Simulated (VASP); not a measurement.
Ir:

```
CELL_PARAMETERS angstrom
0.00000 1.91970 1.91970
1.91970 0.00000 1.91970
1.91970 1.91970 0.00000
ATOMIC_POSITIONS crystal
Ir 0.00000 0.00000 0.00000
```

| Property | Result |
| --- | --- |
| Program | VASP 6.6.1 |
| Task | relaxation of cell and atoms |
| Functional | PBE |
| Potentials or basis | VASP PAW PBE potentials, release 64 (Ir) |
| Cutoff | 500 eV |
| k mesh | 8 × 8 × 8 |
| Occupations | gaussian, width 0.1 eV |
| Spin | no spin polarisation |

At the start: pressure 11.0 GPa; volume 14.15 Å³/atom.

Problem. Where does the relaxation end?

Solution. Over 3 steps the energy falls by 14.0 meV/atom and the volume is 14.59 Å³/atom (+3.1 %); space group Fm-3m (No. 225, to 0.05 Å).

The path:
| step | energy change (eV) | largest force (eV/Å) | pressure (GPa) | volume (Å³) |
| --- | --- | --- | --- | --- |
| 1 | 0.0000 | 0.0000 | 11.01 | 14.15 |
| 2 | 0.1503 | 0.0000 | -28.25 | 16.23 |
| 3 | -0.0140 | 0.0000 | -0.48 | 14.59 |

Final structure:
```yaml
crystal:
  lattice:
    - [0.00000, 1.93956, 1.93956]
    - [1.93956, 0.00000, 1.93956]
    - [1.93956, 1.93956, 0.00000]
  atoms:
    - { symbol: Ir, position: [0.00000, 0.00000, 0.00000] }
```
